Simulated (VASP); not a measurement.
Here is a VASP 6.6.1 calculation.

The input INCAR:

```
PREC = Accurate ; ENCUT = 520
EDIFF = 1E-6 ; ISMEAR = 0
SIGMA = 0.1 ; LREAL = F
LASPH = T ; NELM = 100
ALGO = Normal ; ISIF = 2
LWAVE = F ; LCHARG = T
GGA = PE ; LELF = T
LVHAR = T ; NBANDS = 55
```

Contents of KPOINTS:

```
regular mesh
0
Gamma
  3 3 4
```

File POSCAR:

```
Sc3SiF
1.0
    5.9328845300      0.0000000000      0.0000000000
   -2.9664422700      5.1380287200      0.0000000000
    0.0000000000      0.0000000000      5.0910484100
Sc Si F
6 2 2
Direct
    0.8381692300      0.6763384600      0.2500000000
    0.8381692300      0.1618307700      0.2500000000
    0.6763384600      0.8381692300      0.7500000000
    0.1618307700      0.3236615400      0.7500000000
    0.3236615400      0.1618307700      0.2500000000
    0.1618307700      0.8381692300      0.7500000000
    0.3333333300      0.6666666700      0.2500000000
    0.6666666700      0.3333333300      0.7500000000
    0.0000000000      0.0000000000      0.5000000000
    0.0000000000      0.0000000000      0.0000000000
```

Potentials or basis: VASP PAW PBE potentials, release 64 (Sc_sv, Si, F).

The run is started by

```sh
$ cat potpaw_PBE.64/Sc_sv/POTCAR potpaw_PBE.64/Si/POTCAR potpaw_PBE.64/F/POTCAR > POTCAR
$ mpirun -np 1 vasp_std > vasp.out
```

Problem. What does it give for the largest force?

Solution. 4.289 eV/Å.

Problem. What does it give for the band gap on the k mesh?

Solution. Zero (band 44 reaches 7.12 eV, above the bottom of band 45 at 6.04 eV).

Stress tensor (GPa, compression positive):
```
15.96  0.00  0.00
 0.00 15.96  0.00
 0.00  0.00  7.35
```

Caveat: the k points lie up to 0.41 Å⁻¹ apart; forces of over 1 eV/Å act on the atoms, so gaps and moduli don't describe the material at rest.
